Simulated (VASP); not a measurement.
Crystal: Y3NbO.

```
Y Nb O
1.0
     5.03236    0.00000    0.00000
    -2.51618    4.35816    0.00000
     0.00000    0.00000    5.21031
Y Nb O
3 1 1
Cartesian
  2.3510 0.0000 2.6052
  -1.1755 2.0360 2.6052
  1.3407 2.3221 2.6052
  0.0000 0.0000 2.6052
  0.0000 0.0000 0.0000
```

The cell was generated, and may not be a known phase.

| Property | Result |
| --- | --- |
| Program | VASP 6.6.1 |
| Task | relaxation of cell and atoms |
| Functional | PBE |
| Potentials or basis | VASP PAW PBE potentials, release 64 (Y_sv, Nb_sv, O_h) |
| Cutoff | 1340 eV |
| k mesh | 6 × 6 × 4 |
| Occupations | gaussian, width 0.1 eV |
| Spin | no spin polarisation |

At the start: pressure 30.3 GPa; volume 22.85 Å³/atom.

How do energy, volume and symmetry change on relaxing?

Over 19 steps the energy falls by 2543.7 meV/atom and the volume is 29.14 Å³/atom (+27.5 %); space group P-62m (No. 189, to 0.1 Å) before, P6/mmm (No. 191, to 0.1 Å).

The path:
```csv
step,energy change (eV),largest force (eV/Å),pressure (GPa),volume (Å³)
1,0.0000,0.7276,30.29,114.27
2,-10.0457,0.0286,-9.07,189.30
3,-9.8811,0.0045,-7.06,177.01
4,-10.0129,0.0228,-8.21,183.47
5,-12.1115,0.1458,3.19,149.66
6,-12.5375,0.1443,-2.88,157.62
7,-12.5394,0.1447,-2.56,157.08
8,-12.6752,0.1736,-0.25,147.16
9,-12.6786,0.1769,0.22,145.49
10,-12.6826,0.1630,-0.17,145.95
11,-12.6827,0.1604,-0.24,146.04
12,-12.6857,0.1521,-0.22,145.96
13,-12.6938,0.1283,-0.13,145.71
14,-12.7059,0.0865,0.05,145.21
15,-12.7154,0.0153,0.47,144.21
16,-12.7170,0.0034,-0.40,146.74
17,-12.7182,0.0040,-0.07,145.72
18,-12.7178,0.0011,0.11,145.66
19,-12.7183,0.0030,0.00,145.70
```

Final structure:
```xyz
5
Lattice="6.6270 0.0000 0.0000 -3.3135 5.7391 0.0000 0.0000 0.0000 3.8308" Properties=species:S:1:pos:R:3 pbc="T T T"
Y     3.3101    0.0000    1.9154
Y    -1.6551    2.8666    1.9154
Y     1.6584    2.8725    1.9154
Nb    0.0000    0.0000    1.9154
O     0.0000    0.0000    0.0000
```

Caveat: the volume moved by over 15 % at a fixed basis, so the end points are rough.
